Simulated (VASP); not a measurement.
# BaCaBr4 (P4/mmm) in VASP: notebook

BaCaBr4 is run at these levels: PBE; tasks: relaxation of cell and atoms, single point.

All numbers are computed with VASP 6.6.1; they aren't measurements. Logs are shortened: lines on timing, memory, paths and dates and some standing lists are left out, and cuts for length are marked.

### 1 The cell of the first run

The structure is tetragonal, space group P4/mmm (No. 123). The conventional cell has a = 6.514 Å, b = 6.514 Å, c = 4.966 Å, α = 90.00°, β = 90.00°, γ = 90.00°. Ba (site symmetry 4/mmm) has 16 Br at 4.26 Å and 2 Ba at 4.97 Å and 8 Ca at 5.23 Å within 5.6 Å. Within 2.7 Å of Ca (site symmetry 4/mmm) lie 4 Br at 2.08 Å. Within 2.7 Å of Br (site symmetry m2m) lie 1 Ca at 2.08 Å and 1 Br at 2.36 Å.

The cell was generated, and may not be a known phase.

### 2 Relaxation of cell and atoms, PBE

INCAR

```
PREC     = Accurate       # precision mode
ENCUT    = 600            # plane-wave cutoff, eV
EDIFF    = 1E-6           # SCF threshold, eV
ISMEAR   = 0              # smearing method
SIGMA    = 0.1            # smearing width, eV
LREAL    = F              # projectors in reciprocal space
LASPH    = T              # aspherical terms in the spheres
NELM     = 80             # most SCF steps
ALGO     = Normal         # electronic algorithm
ISIF     = 3              # what is computed and relaxed
LWAVE    = F              # write WAVECAR
LCHARG   = F              # write CHGCAR
GGA      = PE             # functional
IBRION   = 2              # ionic algorithm
NSW      = 90             # ionic steps
EDIFFG   = -0.04          # ionic threshold
```

KPOINTS

```
Automatic mesh
0
Gamma
  4 4 4
```

POSCAR

```
BaCaBr4
1.0
    6.5138363800      0.0000000000      0.0000000000
    0.0000000000      6.5138363800      0.0000000000
    0.0000000000      0.0000000000      4.9663996900
Ba Ca Br
1 1 4
Direct
    0.5000000000      0.5000000000      0.0000000000
    0.0000000000      0.0000000000      0.5000000000
    0.6813544100      0.0000000000      0.5000000000
    0.3186455900      0.0000000000      0.5000000000
    0.0000000000      0.6813544100      0.5000000000
    0.0000000000      0.3186455900      0.5000000000
```

Potentials or basis: VASP PAW PBE potentials, release 64 (Ba_sv, Ca_sv, Br).

Command:

```bash
> cat potpaw_PBE.64/Ba_sv/POTCAR potpaw_PBE.64/Ca_sv/POTCAR potpaw_PBE.64/Br/POTCAR > POTCAR
> mpirun -np 1 vasp_std > vasp.out
```

OUTCAR:

```text
PREC = Accurate
   ENCUT = 600
   EDIFF = 1E-6
   ISMEAR = 0
   LREAL = F
   LASPH = T
   NELM = 80
   ISIF = 3
   GGA = PE
   IBRION = 2
   NSW = 90
   EDIFFG = -0.04

 ion  position               nearest neighbor table
   1  0.500  0.500  0.000-
   2  0.000  0.000  0.500-   3 2.08   4 2.08   5 2.08   6 2.08
   3  0.681  0.000  0.500-   2 2.08   4 2.36
   4  0.319  0.000  0.500-   2 2.08   3 2.36
   5  0.000  0.681  0.500-   2 2.08   6 2.36
   6  0.000  0.319  0.500-   2 2.08   5 2.36

  LATTYP: Found a simple tetragonal cell.
 ALAT       =     6.5138363800
 C/A-ratio  =     0.7624385079

  Lattice vectors:

 A1 = (   6.5138363800,   0.0000000000,   0.0000000000)
 A2 = (   0.0000000000,   6.5138363800,   0.0000000000)
 A3 = (   0.0000000000,   0.0000000000,   4.9663996900)

Analysis of symmetry for initial positions (statically):
=====================================================================
 Subroutine PRICEL returns:
 Original cell was already a primitive cell.

 Routine SETGRP: Setting up the symmetry group for a
 simple tetragonal supercell.

 Subroutine GETGRP returns: Found 16 space group operations
 (whereof 16 operations were pure point group operations)
 out of a pool of 16 trial point group operations.

The static configuration has the point symmetry D_4h.

Analysis of symmetry for dynamics (positions and initial velocities):
=====================================================================
 Subroutine PRICEL returns:
 Original cell was already a primitive cell.

 Routine SETGRP: Setting up the symmetry group for a
 simple tetragonal supercell.

 Subroutine GETGRP returns: Found 16 space group operations
 (whereof 16 operations were pure point group operations)
 out of a pool of 16 trial point group operations.

The dynamic configuration has the point symmetry D_4h.

 Subroutine INISYM returns: Found 16 space group operations
 (whereof 16 operations are pure point group operations),
 and found     1 'primitive' translations

----------------------------------------------------------------------------------------

                                     Primitive cell

  volume of cell :     210.7247

  direct lattice vectors                    reciprocal lattice vectors
     6.513836380  0.000000000  0.000000000     0.153519361  0.000000000  0.000000000
     0.000000000  6.513836380  0.000000000     0.000000000  0.153519361  0.000000000
     0.000000000  0.000000000  4.966399690     0.000000000  0.000000000  0.201353105

  length of vectors
     6.513836380  6.513836380  4.966399690     0.153519361  0.153519361  0.201353105

  position of ions in fractional coordinates (direct lattice)
     0.500000000  0.500000000  0.000000000
     0.000000000  0.000000000  0.500000000
     0.681354410  0.000000000  0.500000000
     0.318645590  0.000000000  0.500000000
     0.000000000  0.681354410  0.500000000
     0.000000000  0.318645590  0.500000000

  ion indices of the primitive-cell ions
   primitive index   ion index
                 1           1
                 2           2
                 3           3
                 4           4
                 5           5
                 6           6

----------------------------------------------------------------------------------------

 KPOINTS: Automatic mesh

Automatic generation of k-mesh.
 Grid dimensions read from file:
 generate k-points for:    4    4    4

 Generating k-lattice:

  Cartesian coordinates                     Fractional coordinates (reciprocal lattice)
     0.038379840  0.000000000  0.000000000     0.250000000  0.000000000  0.000000000
     0.000000000  0.038379840  0.000000000     0.000000000  0.250000000  0.000000000
     0.000000000  0.000000000  0.050338276     0.000000000  0.000000000  0.250000000

  Length of vectors
     0.038379840  0.038379840  0.050338276

  Shift w.r.t. Gamma in fractional coordinates (k-lattice)
     0.000000000  0.000000000  0.000000000

 Subroutine IBZKPT returns following result:
 ===========================================

 Found     18 irreducible k-points:

 Following reciprocal coordinates:
            Coordinates               Weight
  0.000000  0.000000  0.000000      1.000000
  0.250000  0.000000  0.000000      4.000000
  0.500000  0.000000  0.000000      2.000000
  0.250000  0.250000  0.000000      4.000000
  0.500000  0.250000  0.000000      4.000000
  0.500000  0.500000  0.000000      1.000000
[... 10 lines left out ...]
  0.500000  0.250000  0.500000      4.000000
  0.500000  0.500000  0.500000      1.000000
   k-points           NKPTS =     18   k-points in BZ     NKDIM =     18   number of bands    NBANDS=     28
   number of dos      NEDOS =    301   number of ions     NIONS =      6
   total plane-waves  NPLWV = 116640
   dimension x,y,z NGX =    54 NGY =   54 NGZ =   40
   dimension x,y,z NGXF=   108 NGYF=  108 NGZF=   80
   ions per type =               1   1   4
   NGX,Y,Z   is equivalent  to a cutoff of  13.78, 13.78, 13.39 a.u.
   NGXF,Y,Z  is equivalent  to a cutoff of  27.56, 27.56, 26.78 a.u.
 SYSTEM =  unknown system
   PREC   = accura    normal or accurate (medium, high low for compatibility)
   ISTART =      0    job   : 0-new  1-cont  2-samecut
   ICHARG =      2    charge: 1-file 2-atom 10-const
   ISPIN  =      1    spin polarized calculation?
   LNONCOLLINEAR =      F non collinear calculations
   LSORBIT =      F    spin-orbit coupling
   LASPH  =      T    aspherical Exc in radial PAW
   ENCUT  =  600.0 eV  44.10 Ry    6.64 a.u.  13.01 13.01  9.92*2*pi/ulx,y,z
   NELM   =     80;   NELMIN=  2; NELMDL= -5     # of ELM steps
   EDIFF  = 0.1E-05   stopping-criterion for ELM
   LREAL  =      F    real-space projection
   EDIFFG = -.4E-01   stopping-criterion for IOM
   NSW    =     90    number of steps for IOM
   IBRION =      2    ionic relax: 0-MD 1-quasi-New 2-CG
   NFREE  =      1    steps in history (QN), initial steepest desc. (CG)
   ISIF   =      3    stress and relaxation
   ISYM   =      2    0-nonsym 1-usesym 2-fastsym
   POTIM  = 0.5000    time-step for ionic-motion
   TEBEG  =    0.0;   TEEND  =   0.0 temperature during run
   PSTRESS=    0.0 pullay stress
   NELECT =      48.0000    total number of electrons
   NUPDOWN=      -1.0000    fix difference up-down
   EMIN   =  10.00;   EMAX   =-10.00  energy-range for DOS
   EFERMI =   0.00;   METHOD = LEGACY
   ISMEAR =     0;   SIGMA  =   0.10  broadening in eV -4-tet -1-fermi 0-gaus
   EFERMI_NEDOS =   21; number of points for ismear=-14 and -15
   IALGO  =     38    algorithm
   IMIX   =      4    mixing-type and parameters
     AMIX     =   0.40;   BMIX     =  1.00
     AMIX_MAG =   1.60;   BMIX_MAG =  1.00
  volume/ion in A,a.u.               =      35.12       237.01
  Fermi-wavevector in a.u.,A,eV,Ry     =   0.999808  1.889364 13.600613  0.999617
  Thomas-Fermi vector in A             =   2.132123
   LORBIT       =      0    0 simple, 1 ext, 2 COOP (PROOUT), +10 PAW based schemes
   GGA     = PE    functional components
   LHFCALC =     F    Hartree Fock is set to
   AEXX    =    0.0000 exact exchange contribution
   IVDW    =     0    specifies the selected vdW correction
   LEPSILON=     F    determine dielectric tensor
   LRPA    =     F    only Hartree local field effects (RPA)
 conjugate gradient relaxation of ions
 non-spin polarized calculation
 Gauss-broadening in eV      SIGMA  =   0.10
  energy-cutoff  :      600.00
  volume of cell :      210.72
 maximum number of plane-waves:      7096
 NGX is ok and might be reduce to    54
   NGX = 27   NGY = 27   NGZ = 19

--------------------------------------- Ionic step        1  -------------------------------------------

 number of electron      47.9999996 magnetization

 Free energy of the ion-electron system (eV)
  ---------------------------------------------------
  ext. energy  EPLUGINS =         0.00000000
  ---------------------------------------------------
  free energy    TOTEN  =        -1.37211920 eV

  energy without entropy =       -1.35009525  energy(sigma->0) =       -1.36110722

------------------------ aborting loop because EDIFF is reached ----------------------------------------

  FORCE on cell =-STRESS in cart. coord.  units (eV):
  Direction    XX          YY          ZZ          XY          YZ          ZX
  --------------------------------------------------------------------------------------
  -------------------------------------------------------------------------------------
  Total       67.5739967     67.5739967     -3.5778167      0.0000000     -0.0000000     -0.0000000
  in kB      513.7772023    513.7772023    -27.2027811      0.0000000     -0.0000000     -0.0000000
  external PRESSURE =     333.4505412 kB  Pullay stress =       0.0000000 kB
[... 101 lines left out ...]
  FREE ENERGIE OF THE ION-ELECTRON SYSTEM (eV)
  ---------------------------------------------------
  free  energy   TOTEN  =       -14.5337588845 eV

  energy  without entropy=      -14.4985436342  energy(sigma->0) =      -14.51615126

 E-fermi :   0.0438     XC(G=0):  -6.0287

 val. band max:        0.0308903731   @ k =   0.0000   0.0000   0.2500
 cond. band min:       0.0607106786   @ k =   0.5000   0.0000   0.0000
 fundamental gap:      0.0298203055
 Fermi energy:         0.0438344410

 k-point     1 :       0.0000    0.0000    0.0000
  band No.  band energies     occupation
      1     -41.2598      2.00000
      2     -31.0805      2.00000
      3     -22.4525      2.00000
      4     -22.1682      2.00000
      5     -22.1682      2.00000
      6     -16.1528      2.00000
[... 547 lines left out ...]
     27       1.1726      0.00000
     28       1.3244      0.00000

[... ionic steps 4 to 13 ...]

--------------------------------------- Ionic step       14  -------------------------------------------

 number of electron      48.0000018 magnetization

------------------------ aborting loop because EDIFF is reached ----------------------------------------

  FORCE on cell =-STRESS in cart. coord.  units (eV):
  Direction    XX          YY          ZZ          XY          YZ          ZX
  --------------------------------------------------------------------------------------
  -------------------------------------------------------------------------------------
  Total       -0.2432571     -0.2432571     -0.1950744      0.0000000      0.0000000      0.0000000
  in kB       -1.1603606     -1.1603606     -0.9305243      0.0000000      0.0000000      0.0000000
  external PRESSURE =      -1.0837485 kB  Pullay stress =       0.0000000 kB
[... 65 lines left out ...]
  energy  without entropy=      -16.6301863343  energy(sigma->0) =      -16.64327001

--------------------------------------- Ionic step       16  -------------------------------------------

 number of electron      48.0000012 magnetization

 Free energy of the ion-electron system (eV)
  ---------------------------------------------------
  ext. energy  EPLUGINS =         0.00000000
  ---------------------------------------------------
  free energy    TOTEN  =       -16.65708883 eV

  energy without entropy =      -16.63144085  energy(sigma->0) =      -16.64426484

 E-fermi :  -0.9888     XC(G=0):  -6.1979

 val. band max:       -1.0108621559   @ k =   0.0000   0.0000   0.5000
 cond. band min:      -0.9863416588   @ k =   0.5000   0.0000   0.0000
 fundamental gap:      0.0245204970
 Fermi energy:        -0.9887721212

 k-point     1 :       0.0000    0.0000    0.0000
  band No.  band energies     occupation
      1     -40.4410      2.00000
      2     -31.3483      2.00000
      3     -21.6422      2.00000
      4     -21.4696      2.00000
      5     -21.4696      2.00000
      6     -16.3914      2.00000
[... 580 lines left out ...]
  FREE ENERGIE OF THE ION-ELECTRON SYSTEM (eV)
  ---------------------------------------------------
  free  energy   TOTEN  =       -16.6570888316 eV

  energy  without entropy=      -16.6314408518  energy(sigma->0) =      -16.64426484

 reached required accuracy - stopping structural energy minimisation
```

Run time: 21 min. Hardware: 1 thread of AMD EPYC 7R13 (Zen 3), shared host; peak memory 0.42 GiB.

Results:

```yaml
Free_energy: -16.6571 eV
Relaxed_volume: 54.51 Å³/atom
Relaxed_cell: a = 8.492 Å, b = 8.492 Å, c = 4.536 Å, α = 90.00°, β = 90.00°, γ = 90.00°
Space_group_after_relaxing_to_0.1_Å: P4/mmm (No. 123)
Energy_gained_by_relaxing: 2547.5 meV/atom
Ionic_steps: 16
Pressure_after_relaxing: 0.1 GPa
Largest_force_after_relaxing: 0.039 eV/Å
Band_gap_on_the_k_mesh: zero (bands 24 and 25 overlap by 0.26 eV)
```

Forces in eV/Å, atoms in the order of the input:
```
Ba   0.000  0.000  0.000
Ca   0.000  0.000  0.000
Br  -0.039  0.000  0.000
Br   0.039  0.000  0.000
Br   0.000 -0.039  0.000
Br   0.000  0.039  0.000
```

The path:
| step | energy change (eV) | largest force (eV/Å) | pressure (GPa) | volume (Å³) |
| --- | --- | --- | --- | --- |
| 1 | 0.0000 | 6.1518 | 33.35 | 210.72 |
| 2 | -10.5946 | 1.9231 | -1.61 | 487.48 |
| 3 | -13.1616 | 4.4270 | 1.88 | 330.73 |
| 4 | -13.0396 | 4.0876 | 0.48 | 357.16 |
| 5 | -13.1346 | 4.2810 | 1.10 | 344.02 |
| 6 | -14.7596 | 1.1748 | -1.46 | 378.90 |
| 7 | -14.7922 | 0.9325 | -1.62 | 385.72 |
| 8 | -15.2290 | 0.3238 | -0.58 | 355.48 |
| 9 | -15.2606 | 0.0396 | -0.07 | 346.12 |
| 10 | -15.2605 | 0.0657 | -0.12 | 346.89 |
| 11 | -15.2672 | 0.0373 | -0.12 | 344.81 |
| 12 | -15.2794 | 0.0450 | -0.12 | 338.54 |
| 13 | -15.2636 | 0.1907 | -0.06 | 325.84 |
| 14 | -15.2809 | 0.0787 | -0.11 | 335.88 |
| 15 | -15.2842 | 0.0596 | -0.02 | 331.35 |
| 16 | -15.2850 | 0.0390 | 0.07 | 327.08 |

Final structure:
```
CELL_PARAMETERS angstrom
8.49171 0.00000 0.00000
0.00000 8.49171 0.00000
0.00000 0.00000 4.53595
ATOMIC_POSITIONS crystal
Ba 0.50000 0.50000 0.00000
Ca 0.00000 0.00000 0.50000
Br 0.68266 0.00000 0.50000
Br 0.31734 0.00000 0.50000
Br 0.00000 0.68266 0.50000
Br 0.00000 0.31734 0.50000
```

Caveat: the volume moved by over 15 % at a fixed basis, so the end points are rough; semilocal functionals underestimate gaps, and a narrow one can read as zero; spin-orbit coupling is left out, which moves the levels of the heavy elements.

### 3 Single point, PBE

This run uses another cell than the first one, of 55.48 Å³/atom.

INCAR

```
SYSTEM = BaCaBr4
PREC = Accurate
ENCUT = 520
EDIFF = 1E-7
ISMEAR = 0
SIGMA = 0.1
LREAL = .FALSE.
LASPH = .TRUE.
NELM = 100
ALGO = Normal
ISIF = 2
LWAVE = .FALSE.
LCHARG = .TRUE.
GGA = PE
LELF = .TRUE.
LVHAR = .TRUE.
NBANDS = 33
```

KPOINTS

```
regular mesh
0
G
  6 6 8
  0 0 0
```

POSCAR

```
BaCaBr4
1.0
    8.5152578871      0.0000000000      0.0000000000
    0.0000000000      8.5152578871      0.0000000000
    0.0000000000      0.0000000000      4.5912007821
Ba Ca Br
1 1 4
Direct
    0.5000000000      0.5000000000      0.0000000000
    0.0000000000      0.0000000000      0.5000000000
    0.6829464431      0.0000000000      0.5000000000
    0.3170535569      0.0000000000      0.5000000000
    0.0000000000      0.6829464431      0.5000000000
    0.0000000000      0.3170535569      0.5000000000
```

Potentials or basis: VASP PAW PBE potentials, release 64 (Ba_sv, Ca_sv, Br).

Command:

```bash
> cat potpaw_PBE.64/Ba_sv/POTCAR potpaw_PBE.64/Ca_sv/POTCAR potpaw_PBE.64/Br/POTCAR > POTCAR
> mpirun -np 1 vasp_std > vasp.out
```

Wall time 8.5 min (1 thread of AMD EPYC 7R13 (Zen 3), shared host); peak memory 0.73 GiB.

Results (log left out):

```
Free energy            : -16.6214 eV
Pressure               : 0.0 GPa
Largest force          : 0.025 eV/Å
Band gap on the k mesh : zero (bands 24 and 25 overlap by 0.29 eV)
```

Forces in eV/Å, atoms in the order of the input:
```
Ba   0.000  0.000  0.000
Ca   0.000  0.000  0.000
Br  -0.025  0.000  0.000
Br   0.025  0.000  0.000
Br   0.000 -0.025  0.000
Br   0.000  0.025  0.000
```

Levels at points of the mesh, in eV from the Fermi level:
```tsv
k point	band 22	band 23	band 24	band 25	band 26	band 27
(0.00, 0.00, 0.00)	-0.39	-0.27	-0.06	-0.06	1.64	1.96
(0.50, 0.00, 0.00)	-0.55	-0.46	-0.20	0.02	1.86	2.02
(0.50, 0.50, 0.00)	-0.67	-0.47	-0.35	-0.21	1.86	2.10
(0.00, 0.00, 0.50)	-0.22	-0.01	-0.01	1.40	1.40	2.12
(0.50, 0.00, 0.50)	-0.75	-0.48	0.08	1.20	1.38	2.14
(0.50, 0.50, 0.50)	-0.79	-0.79	-0.44	1.28	1.28	2.11
```

Caveat: semilocal functionals underestimate gaps, and a narrow one can read as zero; spin-orbit coupling is left out, which moves the levels of the heavy elements.

The gap in the log of VASP goes by the Fermi energy; the results here count the filled bands.